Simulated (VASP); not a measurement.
Input of a VASP 6.6.1 run:

The input INCAR:

```
PREC = Accurate
ENCUT = 400
EDIFF = 1E-6
ISMEAR = 1
SIGMA = 0.1
LREAL = False
LASPH = True
NELM = 120
ALGO = Normal
ISIF = 2
LWAVE = False
LCHARG = False
LDIPOL = True
IDIPOL = 3
DIPOL = 0.5 0.5 0.500
GGA = PE
NBANDS = 116
GGA_COMPAT = False
NELMDL = -8
```

Contents of KPOINTS:

```
Automatic mesh
0
Gamma
  9 9 1
```

Contents of POSCAR:

```
IrRu14
1.0
    4.0794365732      2.3552638037      0.0000000000
   -4.0794365732      2.3552638037      0.0000000000
    0.0000000000      0.0000000000     20.5936087093
Ru Ir
14 1
Direct
    0.3333333333      0.3333333333      0.2947981825
    0.6666666667      0.0000000000      0.2945405473
    0.0000000000      0.6666666667      0.2945405473
    0.3333333333      0.0001919870      0.3951373091
    0.6664746797      0.6664746797      0.3951373091
    1.0001919870      0.3333333333      0.3951373091
    0.3333333333      0.3333333333      0.5001036944
    0.6666666667      0.0000000000      0.4999447106
    0.0000000000      0.6666666667      0.4999447106
    0.3333333333     -0.0016280539      0.6042589069
    0.6682947205      0.6682947205      0.6042589069
    0.9983719461      0.3333333333      0.6042589069
    0.6666666667      0.0000000000      0.7057307849
    0.0000000000      0.6666666667      0.7057307849
    0.3333333333      0.3333333333      0.7064773898
```

Potentials or basis: VASP PAW PBE potentials, release 64 (Ru_pv, Ir).

Command:

```sh
$ cat potpaw_PBE.64/Ru_pv/POTCAR potpaw_PBE.64/Ir/POTCAR > POTCAR
$ mpirun -np 1 vasp_std > vasp.out
```

Q: Predict the largest force.

A: 0.031 eV/Å.

Q: Estimate the band gap on the k mesh.

A: Zero (an odd number of electrons rules out a gap without spin polarisation).

Forces in eV/Å, atoms in the order of the input:
```
Ru   0.000  0.000 -0.019
Ru   0.000  0.000 -0.021
Ru   0.000  0.000 -0.021
Ru  -0.001  0.000  0.014
Ru   0.000 -0.001  0.014
Ru   0.001  0.000  0.014
Ru   0.000  0.000  0.000
Ru   0.000  0.000 -0.003
Ru   0.000  0.000 -0.003
Ru   0.003 -0.002 -0.009
Ru   0.000  0.004 -0.009
Ru  -0.003 -0.002 -0.009
Ru   0.000  0.000  0.011
Ru   0.000  0.000  0.011
Ir   0.000  0.000  0.031
```

Caveat: spin-orbit coupling is left out, which moves the levels of the heavy elements.
